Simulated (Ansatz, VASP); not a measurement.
## Two plane-wave programs on ScAl

```xyz
2
Lattice="3.3703 0.0000 0.0000 0.0000 3.3703 0.0000 0.0000 0.0000 3.3703" Properties=species:S:1:pos:R:3 pbc="T T T"
Sc    1.6852    1.6852    1.6852
Al    0.0000    0.0000    0.0000
```

Alike in both runs: task single point; functional r2SCAN; k mesh 12 × 12 × 12; occupations gaussian, width 0.05 eV; no spin polarisation.

|  | VASP | Ansatz |
| --- | --- | --- |
| version | VASP 6.6.1 | Ansatz 0.2.0 |
| potentials or method | VASP PAW PBE potentials, release 64 (Sc_sv, Al), cutoff 520 eV | scalar-relativistic, plane waves, PAW |
| valence electrons in the cell | 14 | 14 |

Ansatz gave:

```
gap on the k mesh at the Fermi level (eV) : none
pressure (GPa)                            : -0.1
```

Question: Which values does VASP return?

Answer: gap on the k mesh at the Fermi level (eV): none; pressure (GPa): 0.1.

VASP's potentials were made for PBE, not for r2SCAN. A gap of «none» marks a metal or a gap that the smearing closes.
